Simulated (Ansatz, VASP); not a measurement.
## Re: VASP beside Ansatz

The input INCAR:

```
  ALGO = Normal
  EDIFF = 1E-6
  ENCUT = 520
  ISIF = 2
  ISMEAR = -1
  LASPH = True
  LCHARG = True
  LELF = True
  LREAL = False
  LVHAR = True
  LWAVE = False
  NBANDS = 10
  NELM = 80
  PREC = Accurate
  SIGMA = 0.1
```

The input KPOINTS:

```
k-points
0
Gamma
  14 14 14
```

File POSCAR:

```
Re
1.0
    2.6054850009      0.0000000000      0.0000000000
    0.0000000000      2.6054850009      0.0000000000
    0.0000000000      0.0000000000      2.6054850009
Re
1
Direct
    0.0000000000      0.0000000000      0.0000000000
```

Input for Ansatz:

```yaml
crystal:
  lattice:
    - [2.6054850009, 0.0, 0.0]
    - [0.0, 2.6054850009, 0.0]
    - [0.0, 0.0, 2.6054850009]
  atoms:
    - { symbol: Re, position: [0.0, 0.0, 0.0] }
hamiltonian:
  xc: lda
  pseudopotentials:
    kind: paw
    azcp:
      Re: "pseudopotentials/Re.paw.azcp"
basis:
  ecutwfc: 420
  fft_grid_basis: typed
kpoints:
  mp_grid: { grid: [14, 14, 14], shift: [0, 0, 0] }
magnetization:
  spin_polarized: false
scf:
  occupations: { method: fermi_dirac, width: 0.1 }
  lower_state_search: "off"
output:
  stress: true
```

Alike in both runs: task single point; functional LDA; k mesh 14 × 14 × 14; occupations fermi-dirac, width 0.1 eV; no spin polarisation.

|  | VASP | Ansatz |
| --- | --- | --- |
| version | VASP 6.6.1 | Ansatz 0.2.0 |
| potentials or method | VASP PAW LDA potentials, release 64 (Re), cutoff 520 eV | plane waves (420 eV) with PAW, scalar-relativistic |
| valence electrons in the cell | 7 | 15 |

```tsv
	VASP	Ansatz	Ansatz less VASP
pressure (GPa)	-19.6	-19.5	+0.13
```

Ansatz warns that its potentials were made for another functional, while VASP's fit it. LDA's correlation is that of Perdew and Zunger in VASP and of Perdew and Wang (1992) in Ansatz. VASP's potentials hold 7 valence electrons a cell and Ansatz's 15, so a difference there can come from the potentials and not from the codes.

Spin-orbit coupling is off throughout.
